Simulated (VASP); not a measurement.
# SiNi2 (P6_3/mmc) in VASP: a series of runs

Runs on SiNi2. Level: PBEsol. Tasks: single point.

Everything below comes from runs of VASP 6.6.1. Logs are shortened: lines on timing, memory, paths and dates and some standing lists are left out, and cuts for length are marked.

## Step 1: The cell of the first run

The structure is hexagonal, space group P6_3/mmc (No. 194). The conventional cell has a = 3.868 Å, b = 3.868 Å, c = 4.991 Å, α = 90.00°, β = 90.00°, γ = 120.00°. Si (site symmetry -6m2) has 11 Ni at 2.23 to 2.56 Å within 3.0 Å. Within 3.3 Å of Ni (site symmetry -3m) lie 8 Ni at 2.50 to 2.56 Å and 6 Si at 2.56 Å. Within 3.0 Å of Ni (site symmetry -6m2) lie 5 Si at 2.23 to 2.50 Å and 6 Ni at 2.56 Å.

## Step 2: Single point, PBEsol (strain +0.000 along x and y, +0.015 along z)

INCAR reads:

```
PREC = Accurate
ENCUT = 520
EDIFF = 1E-6
ISMEAR = 0
SIGMA = 0.15
LREAL = F
LASPH = T
NELM = 60
ALGO = Fast
ISIF = 2
LWAVE = F
LCHARG = F
GGA = PS
NBANDS = 33
```

KPOINTS reads:

```
regular mesh
0
Gamma
  12 12 10
```

POSCAR reads:

```
SiNi2
1.0
    3.8684636248      0.0000000000      0.0000000000
   -1.9342318124      3.3501877727      0.0000000000
    0.0000000000      0.0000000000      4.9907400586
Si Ni
2 4
Direct
    0.3333333333      0.6666666667      0.7500000000
    0.6666666667      0.3333333333      0.2500000000
    0.0000000000      0.0000000000      0.0000000000
    0.0000000000      0.0000000000      0.5000000000
    0.3333333333      0.6666666667      0.2500000000
    0.6666666667      0.3333333333      0.7500000000
```

Potentials or basis: VASP PAW PBE potentials, release 64 (Si, Ni).

On the command line:

```bash
cat potpaw_PBE.64/Si/POTCAR potpaw_PBE.64/Ni/POTCAR > POTCAR
mpirun -np 1 vasp_std > vasp.out
```

OUTCAR:

```text
PREC = Accurate
   ENCUT = 520
   EDIFF = 1E-6
   ISMEAR = 0
   LREAL = F
   LASPH = T
   NELM = 60
   ISIF = 2
   GGA = PS

 ion  position               nearest neighbor table
   1  0.333  0.667  0.750-   6 2.23   6 2.23   6 2.23   5 2.50   5 2.50   3 2.56   4 2.56   4 2.56
                             3 2.56   4 2.56   3 2.56
   2  0.667  0.333  0.250-   5 2.23   5 2.23   5 2.23   6 2.50   6 2.50   3 2.56   4 2.56   3 2.56
                             4 2.56   3 2.56   4 2.56
   3  0.000  0.000  0.000-   4 2.50   4 2.50   1 2.56   5 2.56   6 2.56   2 2.56   2 2.56   6 2.56
                             1 2.56   5 2.56   2 2.56   6 2.56   1 2.56   5 2.56
   4  0.000  0.000  0.500-   3 2.50   3 2.50   1 2.56   5 2.56   6 2.56   2 2.56   2 2.56   6 2.56
                             1 2.56   5 2.56   2 2.56   6 2.56   1 2.56   5 2.56
   5  0.333  0.667  0.250-   2 2.23   2 2.23   2 2.23   1 2.50   1 2.50   3 2.56   4 2.56   4 2.56
                             3 2.56   4 2.56   3 2.56
   6  0.667  0.333  0.750-   1 2.23   1 2.23   1 2.23   2 2.50   2 2.50   3 2.56   4 2.56   3 2.56
                             4 2.56   3 2.56   4 2.56

  LATTYP: Found a hexagonal cell.
 ALAT       =     3.8684636248
 C/A-ratio  =     1.2901090827

  Lattice vectors:

 A1 = (   3.8684636248,   0.0000000000,   0.0000000000)
 A2 = (  -1.9342318124,   3.3501877727,   0.0000000000)
 A3 = (   0.0000000000,   0.0000000000,   4.9907400586)

Analysis of symmetry for initial positions (statically):
=====================================================================
 Subroutine PRICEL returns:
 Original cell was already a primitive cell.

 Routine SETGRP: Setting up the symmetry group for a
 hexagonal supercell.

 Subroutine GETGRP returns: Found 24 space group operations
 (whereof 12 operations were pure point group operations)
 out of a pool of 24 trial point group operations.

The static configuration has the point symmetry D_3d.
 The point group associated with its full space group is D_6h.

Analysis of symmetry for dynamics (positions and initial velocities):
=====================================================================
 Subroutine PRICEL returns:
 Original cell was already a primitive cell.

 Routine SETGRP: Setting up the symmetry group for a
 hexagonal supercell.

 Subroutine GETGRP returns: Found 24 space group operations
 (whereof 12 operations were pure point group operations)
 out of a pool of 24 trial point group operations.

The dynamic configuration has the point symmetry D_3d.
 The point group associated with its full space group is D_6h.

 Subroutine INISYM returns: Found 24 space group operations
 (whereof 12 operations are pure point group operations),
 and found     1 'primitive' translations

[... 110 lines left out ...]
   POTIM  = 0.5000    time-step for ionic-motion
   TEBEG  =    0.0;   TEEND  =   0.0 temperature during run
   PSTRESS=    0.0 pullay stress
   NELECT =      48.0000    total number of electrons
   NUPDOWN=      -1.0000    fix difference up-down
   EMIN   =  10.00;   EMAX   =-10.00  energy-range for DOS
   EFERMI =   0.00;   METHOD = LEGACY
   ISMEAR =     0;   SIGMA  =   0.15  broadening in eV -4-tet -1-fermi 0-gaus
   EFERMI_NEDOS =   21; number of points for ismear=-14 and -15
   IALGO  =     68    algorithm
   IMIX   =      4    mixing-type and parameters
     AMIX     =   0.40;   BMIX     =  1.00
     AMIX_MAG =   1.60;   BMIX_MAG =  1.00
  volume/ion in A,a.u.               =      10.78        72.75
  Fermi-wavevector in a.u.,A,eV,Ry     =   1.482169  2.800893 29.889615  2.196825
  Thomas-Fermi vector in A             =   2.595988
   LORBIT       =      0    0 simple, 1 ext, 2 COOP (PROOUT), +10 PAW based schemes
   GGA     = PS    functional components
   LHFCALC =     F    Hartree Fock is set to
   AEXX    =    0.0000 exact exchange contribution
   IVDW    =     0    specifies the selected vdW correction
   LEPSILON=     F    determine dielectric tensor
   LRPA    =     F    only Hartree local field effects (RPA)
 non-spin polarized calculation
 RMM-DIIS sequential band-by-band and
 Gauss-broadening in eV      SIGMA  =   0.15
  energy-cutoff  :      520.00
  volume of cell :       64.68
 maximum number of plane-waves:      1763
 NGX is ok and might be reduce to    30
   NGX = 15   NGY = 15   NGZ = 19

 number of electron      47.9999977 magnetization

 Free energy of the ion-electron system (eV)
  ---------------------------------------------------
  ext. energy  EPLUGINS =         0.00000000
  ---------------------------------------------------
  free energy    TOTEN  =       -39.55600319 eV

  energy without entropy =      -39.51562419  energy(sigma->0) =      -39.53581369

 E-fermi :  11.1661     XC(G=0): -13.1358

 val. band max:       11.1508254619   @ k =   0.2500   0.2500   0.2000
 cond. band min:      11.1681176999   @ k =   0.0833   0.0833   0.0000
 fundamental gap:      0.0172922380
 Fermi energy:        11.1661104169

 k-point     1 :       0.0000    0.0000    0.0000
  band No.  band energies     occupation
      1      -1.5000      2.00000
      2       2.8668      2.00000
      3       4.6183      2.00000
      4       6.0528      2.00000
      5       6.0528      2.00000
      6       7.1870      2.00000
[... 853 lines left out ...]
     32      18.1272      0.00000
     33      19.5698      0.00000

 [... further k-points ...]

------------------------ aborting loop because EDIFF is reached ----------------------------------------

  FORCE on cell =-STRESS in cart. coord.  units (eV):
  Direction    XX          YY          ZZ          XY          YZ          ZX
  --------------------------------------------------------------------------------------
  -------------------------------------------------------------------------------------
  Total       -0.5421631     -0.5421631     -1.9800945     -0.0000000      0.0000000      0.0000000
  in kB      -13.4297487    -13.4297487    -49.0482906     -0.0000000      0.0000000      0.0000000
  external PRESSURE =     -25.3025960 kB  Pullay stress =       0.0000000 kB

 VOLUME and BASIS-vectors are now :
 -----------------------------------------------------------------------------
  energy-cutoff  :      520.00
  volume of cell :       64.68
      direct lattice vectors                 reciprocal lattice vectors
     3.868463625  0.000000000  0.000000000     0.258500557  0.149245366  0.000000000
    -1.934231812  3.350187773  0.000000000     0.000000000  0.298490732  0.000000000
     0.000000000  0.000000000  4.990740059     0.000000000  0.000000000  0.200371085

 POSITION                                       TOTAL-FORCE (eV/Angst)
 -----------------------------------------------------------------------------------
     -0.00000      2.23346      3.74306         0.000000     -0.000000      0.000000
      1.93423      1.11673      1.24769        -0.000000      0.000000      0.000000
      0.00000      0.00000      0.00000         0.000000      0.000000      0.000000
      0.00000      0.00000      2.49537         0.000000      0.000000      0.000000
     -0.00000      2.23346      1.24769         0.000000     -0.000000      0.000000
      1.93423      1.11673      3.74306        -0.000000      0.000000      0.000000
 -----------------------------------------------------------------------------------
    total drift:                                0.000000     -0.000000      0.000000

  FREE ENERGIE OF THE ION-ELECTRON SYSTEM (eV)
  ---------------------------------------------------
  free  energy   TOTEN  =       -39.5560031855 eV

  energy  without entropy=      -39.5156241933  energy(sigma->0) =      -39.53581369
```

OSZICAR:

```text
N       E                     dE             d eps       ncg     rms          rms(c)
DAV:   1     0.316863102904E+03    0.31686E+03   -0.20718E+04  7564   0.187E+03
DAV:   2    -0.213978568867E+02   -0.33826E+03   -0.31972E+03  7532   0.368E+02
DAV:   3    -0.447185537631E+02   -0.23321E+02   -0.21973E+02  8356   0.122E+02
DAV:   4    -0.453208459605E+02   -0.60229E+00   -0.59911E+00  8984   0.180E+01
DAV:   5    -0.453416932319E+02   -0.20847E-01   -0.20840E-01  9487   0.310E+00    0.252E+01
RMM:   6    -0.468907475670E+02   -0.15491E+01   -0.77279E+01  8184   0.875E+01    0.257E+01
RMM:   7    -0.397650410830E+02    0.71257E+01   -0.21725E+01  7554   0.493E+01    0.681E+00
RMM:   8    -0.406454370602E+02   -0.88040E+00   -0.24773E+00  7826   0.144E+01    0.116E+01
RMM:   9    -0.395620139235E+02    0.10834E+01   -0.11865E+00  7791   0.112E+01    0.119E+00
RMM:  10    -0.395567382037E+02    0.52757E-02   -0.93332E-02  8105   0.184E+00    0.637E-01
RMM:  11    -0.395551717269E+02    0.15665E-02   -0.28240E-02  8942   0.142E+00    0.294E-01
RMM:  12    -0.395559402974E+02   -0.76857E-03   -0.88478E-03  9578   0.527E-01    0.216E-01
RMM:  13    -0.395561158601E+02   -0.17556E-03   -0.17479E-03 10764   0.210E-01    0.110E-01
RMM:  14    -0.395560026265E+02    0.11323E-03   -0.45628E-04  8229   0.193E-01    0.358E-02
RMM:  15    -0.395560014037E+02    0.12229E-05   -0.57319E-05  8728   0.729E-02    0.183E-02
RMM:  16    -0.395560029366E+02   -0.15330E-05   -0.24885E-05 10322   0.275E-02    0.879E-03
RMM:  17    -0.395560031855E+02   -0.24888E-06   -0.24098E-06  5667   0.939E-03
   1 F= -.39556003E+02 E0= -.39535814E+02  d E =-.403790E-01
```

stdout:

```text
POSCAR found type information on POSCAR SiNi
 POSCAR found :  2 types and       6 ions
 scaLAPACK will be used
 -----------------------------------------------------------------------------
|                                                                             |
|                                                                             |
|     You enforced a specific xc type in the INCAR file but a different       |
|     I HOPE YOU KNOW WHAT YOU ARE DOING!                                     |
|                                                                             |
 -----------------------------------------------------------------------------

 LDA part: xc-table for (Slater+PW92), standard interpolation
 POSCAR, INCAR and KPOINTS ok, starting setup
 FFT: planning ... GRIDC
 FFT: planning ... GRID_SOFT
 FFT: planning ... GRID
 WAVECAR not read
 entering main loop
```

It took 11 min on 1 thread of Intel Xeon 8259CL, shared host; peak memory 0.32 GiB.

What came out:

- Free energy: -39.5560 eV
- Pressure: -2.5 GPa
- Band gap on the k mesh: zero (bands 24 and 25 overlap by 3.44 eV)

Levels at points of the mesh, in eV from the Fermi level:
```tsv
k point	band 20	band 21	band 22	band 23	band 24	band 25	band 26	band 27	band 28	band 29
(0.00, 0.00, 0.00)	-1.27	-0.63	-0.63	0.08	2.80	2.83	2.83	2.92	2.92	3.31
(0.50, 0.00, 0.00)	-1.51	-1.39	-1.21	-1.02	-0.70	-0.58	1.14	1.85	3.04	3.69
(0.00, 0.00, 0.50)	-1.26	-1.26	-1.26	2.15	2.15	3.34	3.34	3.34	3.34	4.16
(0.50, 0.00, 0.50)	-1.70	-1.27	-1.27	-0.93	-0.93	0.96	0.96	2.97	2.97	5.59
```

Caveat: the cell differs from its parent crystal (strain +0.000 along x and y, +0.015 along z); the PAW data sets were made with another functional, which shifts forces and pressure a little.

## Step 3: Single point, PBEsol (strain +0.015 along x and y, -0.015 along z)

INCAR reads:

```
ALGO = Fast
EDIFF = 1E-6
ENCUT = 520
GGA = PS
ISIF = 2
ISMEAR = 0
LASPH = True
LCHARG = True
LELF = True
LREAL = False
LVHAR = True
LWAVE = False
NBANDS = 33
NELM = 100
PREC = Accurate
SIGMA = 0.15
```

KPOINTS reads:

```
k-points
0
Gamma
  12 12 10
```

POSCAR, as its differences from that of step 2:

```diff
@@ -2,5 +2,5 @@
 1.0
-    3.8684636248      0.0000000000      0.0000000000
-   -1.9342318124      3.3501877727      0.0000000000
-    0.0000000000      0.0000000000      4.9907400586
+    3.9264905792      0.0000000000      0.0000000000
+   -1.9632452896      3.4004405893      0.0000000000
+    0.0000000000      0.0000000000      4.8432305002
 Si Ni
```

Potentials or basis: VASP PAW PBE potentials, release 64 (Si, Ni).

On the command line:

```bash
cat potpaw_PBE.64/Si/POTCAR potpaw_PBE.64/Ni/POTCAR > POTCAR
mpirun -np 1 vasp_std > vasp.out
```

OUTCAR:

```text
EDIFF = 1E-6
   ENCUT = 520
   GGA = PS
   ISIF = 2
   ISMEAR = 0
   LASPH = True
   LREAL = False
   NELM = 100
   PREC = Accurate

 ion  position               nearest neighbor table
   1  0.333  0.667  0.750-   6 2.27   6 2.27   6 2.27   5 2.42   5 2.42   3 2.57   4 2.57   4 2.57
                             3 2.57   4 2.57   3 2.57
   2  0.667  0.333  0.250-   5 2.27   5 2.27   5 2.27   6 2.42   6 2.42   3 2.57   4 2.57   3 2.57
[... 1084 lines left out ...]
  -------------------------------------------------------------------------------------
  Total       -2.5463237     -2.5463237      1.0025102      0.0000000      0.0000000      0.0000000
  in kB      -63.0883691    -63.0883691     24.8384500      0.0000000      0.0000000      0.0000000
  external PRESSURE =     -33.7794294 kB  Pullay stress =       0.0000000 kB

 VOLUME and BASIS-vectors are now :
 -----------------------------------------------------------------------------
  energy-cutoff  :      520.00
  volume of cell :       64.67
      direct lattice vectors                 reciprocal lattice vectors
     3.926490579  0.000000000  0.000000000     0.254680351  0.147039769  0.000000000
    -1.963245290  3.400440589  0.000000000     0.000000000  0.294079539  0.000000000
     0.000000000  0.000000000  4.843230500     0.000000000  0.000000000  0.206473758

 POSITION                                       TOTAL-FORCE (eV/Angst)
 -----------------------------------------------------------------------------------
     -0.00000      2.26696      3.63242        -0.000000      0.000000      0.000000
      1.96325      1.13348      1.21081         0.000000      0.000000      0.000000
      0.00000      0.00000      0.00000        -0.000000      0.000000      0.000000
      0.00000      0.00000      2.42162        -0.000000      0.000000      0.000000
     -0.00000      2.26696      1.21081         0.000000      0.000000      0.000000
      1.96325      1.13348      3.63242        -0.000000     -0.000000     -0.000000
 -----------------------------------------------------------------------------------
    total drift:                                0.000000     -0.000000      0.000000

  FREE ENERGIE OF THE ION-ELECTRON SYSTEM (eV)
  ---------------------------------------------------
  free  energy   TOTEN  =       -39.5270991188 eV

  energy  without entropy=      -39.4880764349  energy(sigma->0) =      -39.50758778
```

OSZICAR:

```text
N       E                     dE             d eps       ncg     rms          rms(c)
DAV:   1     0.316054578090E+03    0.31605E+03   -0.20857E+04  7580   0.187E+03
DAV:   2    -0.217540767128E+02   -0.33781E+03   -0.31949E+03  7524   0.368E+02
DAV:   3    -0.446128757244E+02   -0.22859E+02   -0.21577E+02  8328   0.122E+02
DAV:   4    -0.452084961362E+02   -0.59562E+00   -0.59181E+00  9158   0.179E+01
DAV:   5    -0.452290345284E+02   -0.20538E-01   -0.20529E-01  9400   0.308E+00    0.251E+01
RMM:   6    -0.467116041405E+02   -0.14826E+01   -0.75809E+01  8167   0.867E+01    0.254E+01
RMM:   7    -0.397476247258E+02    0.69640E+01   -0.21381E+01  7558   0.490E+01    0.688E+00
RMM:   8    -0.405767737829E+02   -0.82915E+00   -0.24299E+00  7841   0.144E+01    0.115E+01
RMM:   9    -0.395329684132E+02    0.10438E+01   -0.11289E+00  7792   0.109E+01    0.117E+00
RMM:  10    -0.395275932714E+02    0.53751E-02   -0.90495E-02  8135   0.184E+00    0.625E-01
RMM:  11    -0.395262929360E+02    0.13003E-02   -0.27143E-02  8890   0.138E+00    0.274E-01
RMM:  12    -0.395270328523E+02   -0.73992E-03   -0.88987E-03  9652   0.543E-01    0.189E-01
RMM:  13    -0.395271855080E+02   -0.15266E-03   -0.16294E-03 10618   0.202E-01    0.108E-01
RMM:  14    -0.395270979683E+02    0.87540E-04   -0.38480E-04  8227   0.176E-01    0.294E-02
RMM:  15    -0.395270969344E+02    0.10338E-05   -0.59783E-05  8869   0.716E-02    0.133E-02
RMM:  16    -0.395270988087E+02   -0.18743E-05   -0.25354E-05 10225   0.274E-02    0.439E-03
RMM:  17    -0.395270991188E+02   -0.31008E-06   -0.24582E-06  5655   0.950E-03
   1 F= -.39527099E+02 E0= -.39507588E+02  d E =-.390227E-01
```

stdout:

```text
POSCAR found type information on POSCAR SiNi
 POSCAR found :  2 types and       6 ions
 scaLAPACK will be used
 -----------------------------------------------------------------------------
|                                                                             |
|                                                                             |
|     You enforced a specific xc type in the INCAR file but a different       |
|     I HOPE YOU KNOW WHAT YOU ARE DOING!                                     |
|                                                                             |
 -----------------------------------------------------------------------------

 LDA part: xc-table for (Slater+PW92), standard interpolation
 POSCAR, INCAR and KPOINTS ok, starting setup
 FFT: planning ... GRIDC
 FFT: planning ... GRID_SOFT
 FFT: planning ... GRID
 WAVECAR not read
 entering main loop
```

It took 9.3 min on 1 thread of Intel Xeon 8259CL, shared host; peak memory 0.31 GiB.

What came out:

| Item | Value |
| --- | --- |
| Free energy | -39.5271 eV |
| Pressure | -3.4 GPa |
| Band gap on the k mesh | zero (bands 24 and 25 overlap by 3.01 eV) |

Stress tensor (GPa, compression positive):
```
-6.31  0.00  0.00
 0.00 -6.31  0.00
 0.00  0.00  2.48
```

Caveat: the cell differs from its parent crystal (strain +0.015 along x and y, -0.015 along z); the stress differs along the axes, from -6 to 2 GPa; the PAW data sets were made with another functional, which shifts forces and pressure a little. Spin polarisation is off, so any magnetic state and its effect on volume and gap are missing.

## Step 4: Single point, PBEsol (strain +0.030 along x and y, -0.030 along z)

INCAR reads:

```
PREC     = Accurate       # precision mode
ENCUT    = 520            # plane-wave cutoff, eV
EDIFF    = 1E-6           # SCF threshold, eV
ISMEAR   = 0              # smearing method
SIGMA    = 0.15           # smearing width, eV
LREAL    = F              # projectors in reciprocal space
LASPH    = T              # aspherical terms in the spheres
NELM     = 80             # most SCF steps
ALGO     = Fast           # electronic algorithm
ISIF     = 2              # what is computed and relaxed
LWAVE    = F              # write WAVECAR
LCHARG   = F              # write CHGCAR
GGA      = PS             # functional
NBANDS   = 33             # bands
```

KPOINTS reads:

```
Automatic mesh
0
Gamma
  12 12 10
```

POSCAR, as its differences from that of step 3:

```diff
@@ -2,5 +2,5 @@
 1.0
-    3.9264905792      0.0000000000      0.0000000000
-   -1.9632452896      3.4004405893      0.0000000000
-    0.0000000000      0.0000000000      4.8432305002
+    3.9845175335      0.0000000000      0.0000000000
+   -1.9922587668      3.4506934059      0.0000000000
+    0.0000000000      0.0000000000      4.7694757210
 Si Ni
```

On the command line:

```bash
cat potpaw_PBE.64/Si/POTCAR potpaw_PBE.64/Ni/POTCAR > POTCAR
mpirun -np 1 vasp_std > vasp.out
```

Wall time 9 min (1 thread of Intel Xeon 8259CL, shared host); peak memory 0.32 GiB.

The run converged. Its results:

| Item | Value |
| --- | --- |
| Free energy | -39.3906 eV |
| Pressure | -6.2 GPa |
| Band gap on the k mesh | zero (bands 24 and 25 overlap by 2.74 eV) |

Stress tensor (GPa, compression positive):
```
-12.14   0.00   0.00
  0.00 -12.14   0.00
  0.00   0.00   5.79
```

Levels at points of the mesh, in eV from the Fermi level:
```csv
k point,band 22,band 23,band 24,band 25,band 26,band 27
"(0.00, 0.00, 0.00)",-0.65,0.33,2.18,2.36,2.36,2.49
"(0.50, 0.00, 0.00)",-1.10,-1.02,-0.67,-0.46,1.24,1.74
"(0.00, 0.00, 0.50)",-1.24,1.90,1.90,3.04,3.04,3.04
"(0.50, 0.00, 0.50)",-1.26,-0.85,-0.85,0.91,0.91,2.53
```

Caveat: the cell differs from its parent crystal (strain +0.030 along x and y, -0.030 along z); the stress differs along the axes, from -12 to 6 GPa; the PAW data sets were made with another functional, which shifts forces and pressure a little. Spin polarisation is off, so any magnetic state and its effect on volume and gap are missing.

(Continued in part 2 of 2.)

The gap in the log of VASP goes by the Fermi energy; the results here count the filled bands.